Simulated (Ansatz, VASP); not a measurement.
## Two plane-wave programs on HfC5

```
CELL_PARAMETERS angstrom
4.62194 0.00000 0.00000
-2.31097 4.00272 0.00000
0.00000 0.00000 2.55882
ATOMIC_POSITIONS crystal
Hf 0.00000 0.00000 0.00000
C 0.33333 0.66667 0.00000
C 0.66667 0.33333 0.00000
C 0.50000 0.00000 0.50000
C 0.50000 0.50000 0.50000
C 0.00000 0.50000 0.50000
```

Change from the starting cell: species swapped into the PrCu5 type (P6/mmm, No. 191).

Alike in both runs: functional PBE; k mesh 4 × 4 × 4; occupations gaussian, width 0.2 eV; no spin polarisation.

Ansatz relaxed the structure, and its values are those at the end. VASP's run is a single point on that final structure, the one shown.

|  | VASP | Ansatz |
| --- | --- | --- |
| version | VASP 6.6.1 | Ansatz 0.2.0 |
| potentials or method | VASP PAW PBE potentials, release 64 (Hf_pv, C), cutoff 600 eV | scalar-relativistic, plane waves, PAW |
| valence electrons in the cell | 30 | 46 |

VASP gave:

```
gap on the k mesh at the Fermi level (eV) : none
pressure (GPa)                            : -1.4
```

Task: What did Ansatz give for the same quantities?

Result: gap on the k mesh at the Fermi level (eV): none; pressure (GPa): -0.1.

A gap of «none» marks a metal or a gap that the smearing closes. With one functional, cell and mesh, what is left measures potentials, basis and numerics. VASP's potentials hold 30 valence electrons a cell and Ansatz's 46, so a difference there can come from the potentials and not from the codes.

The k mesh is coarse, so the values compare programs but aren't converged. Neither program's run includes spin-orbit coupling.
